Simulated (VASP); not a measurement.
Wanted: the native input for a VASP 6.6.1 run.

```
Task                   : single point
Functional             : BLYP
Potentials or basis    : VASP PAW PBE potentials, release 64 (Cd_sv_GW, O)
Cutoff                 : 700 eV
k mesh                 : 10 × 10 × 10
Occupations            : fermi-dirac, width 0.05 eV
Spin                   : no spin polarisation
Dipole correction      : no
Further INCAR settings : ALGO = Normal; EDIFF = 1e-06; NBANDS = 20
```

The structure of CdO lies in POSCAR:

```
CdO
1.0
    0.0000000000      2.3804180193      2.3804180193
    2.3804180193      0.0000000000      2.3804180193
    2.3804180193      2.3804180193      0.0000000000
Cd O
1 1
Direct
    0.0000000000      0.0000000000      0.0000000000
    0.5000000000      0.5000000000      0.5000000000
```

One way to write it, as run:

INCAR

```
PREC = Accurate
ENCUT = 700
EDIFF = 1E-6
ISMEAR = -1
SIGMA = 0.05
LREAL = False
LASPH = True
NELM = 120
ALGO = Normal
ISIF = 2
LWAVE = False
LCHARG = True
GGA = B5
ALDAX = 1.0
AGGAX = 1.0
AGGAC = 1.0
ALDAC = 0.0
LELF = True
LVHAR = True
NBANDS = 20
GGA_COMPAT = False
```

KPOINTS

```
Automatic mesh
0
Gamma
  10 10 10
```

Potentials or basis: VASP PAW PBE potentials, release 64 (Cd_sv_GW, O).

The run is started by

```sh
$ cat potpaw_PBE.64/Cd_sv_GW/POTCAR potpaw_PBE.64/O/POTCAR > POTCAR
$ mpirun -np 1 vasp_std > vasp.out
```

Results of the run:

```yaml
Pressure: 5.6 GPa
Band_gap_on_the_k_mesh: zero (bands 13 and 14 overlap by 0.34 eV)
```

Caveat: the cell stands under pressure; semilocal functionals underestimate gaps, and a narrow one can read as zero; the PAW data sets were made with another functional, which shifts forces and pressure a little.

Wall time 48 s on 1 thread of Intel(R) Xeon(R) Platinum 8375C CPU @ 2.90GHz (Ice Lake), with other jobs on the host, peak memory 0.2 GiB.
